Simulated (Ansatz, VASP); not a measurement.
## One calculation of Si16Ge, two programs

```
Si Ge
1.0
     0.00000    5.43000    5.43000
     5.43000    0.00000    5.43000
     5.43000    5.43000    0.00000
Si Ge
16 1
Direct
  0.01175 0.96594 0.01021
  0.15906 0.11266 0.11413
  0.01791 0.99882 0.48605
  0.12744 0.10774 0.63796
  0.01355 0.51186 0.01079
  0.10128 0.60212 0.19580
  0.97414 0.47547 0.57707
  0.12753 0.62836 0.63878
  0.52294 0.02390 0.93076
  0.61409 0.11347 0.11425
  0.49777 0.99886 0.48625
  0.64974 0.15113 0.55012
  0.46445 0.51163 0.01032
  0.61277 0.66028 0.11321
  0.49799 0.51954 0.48499
  0.60628 0.62845 0.63824
  0.81332 0.31603 0.05884
```

Alike in both runs: functional PBE; k mesh 2 × 2 × 2; occupations fermi-dirac, width 0.02 eV; no spin polarisation.

Ansatz relaxed the structure, and its values are those at the end. VASP's run is a single point on that final structure, the one shown.

|  | VASP | Ansatz |
| --- | --- | --- |
| version | VASP 6.6.1 | Ansatz 0.2.0 |
| potentials or method | VASP PAW PBE potentials, release 64 (Si, Ge_d), cutoff 520 eV | scalar-relativistic, plane waves, PAW |
| valence electrons in the cell | 78 | 78 |

|  | VASP | Ansatz | Ansatz less VASP |
| --- | --- | --- | --- |
| rms of the force components (eV/Å) | 0.020 | 0.020 | +0.0003 |

The k mesh is coarse, so the values compare programs but aren't converged.
